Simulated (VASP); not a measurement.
Set up this calculation in VASP 6.6.1, as the native input.

- Task: single point
- Functional: PBE
- Potentials or basis: VASP PAW PBE potentials, release 64 (Nb_sv, As)
- Cutoff: 520 eV
- k mesh: 18 × 18 × 18
- Occupations: gaussian, width 0.1 eV
- Spin: no spin polarisation
- Dipole correction: no
- Further INCAR settings: ALGO = Normal; EDIFF = 1e-07; NBANDS = 16

The structure of NbAs lies in POSCAR:

```
NbAs
1.0
    0.0000000000      2.6366167798      2.6366167798
    2.6366167798      0.0000000000      2.6366167798
    2.6366167798      2.6366167798      0.0000000000
Nb As
1 1
Direct
    0.0000000000      0.0000000000      0.0000000000
    0.5000000000      0.5000000000      0.5000000000
```

These files were run (other wordings do the same):

INCAR

```
SYSTEM = NbAs
ALGO = Normal
EDIFF = 1E-7
ENCUT = 520
GGA = PE
ISIF = 2
ISMEAR = 0
LASPH = .TRUE.
LCHARG = .TRUE.
LELF = .TRUE.
LREAL = .FALSE.
LVHAR = .TRUE.
LWAVE = .FALSE.
NBANDS = 16
NELM = 100
PREC = Accurate
SIGMA = 0.1
```

KPOINTS

```
k-points
0
G
  18 18 18
  0 0 0
```

Potentials or basis: VASP PAW PBE potentials, release 64 (Nb_sv, As).

Launch:

```bash
$ cat potpaw_PBE.64/Nb_sv/POTCAR potpaw_PBE.64/As/POTCAR > POTCAR
$ mpirun -np 1 vasp_std > vasp.out
```

Results of the run:

```json
{
  "Pressure": "0.0 GPa",
  "Band gap on the k mesh": "zero (bands 9 and 10 overlap by 1.82 eV)"
}
```

Wall time 2.8 min on 1 thread of AMD EPYC 7R43 64-Core Processor (Zen 3) (shared host), peak memory 0.21 GiB.
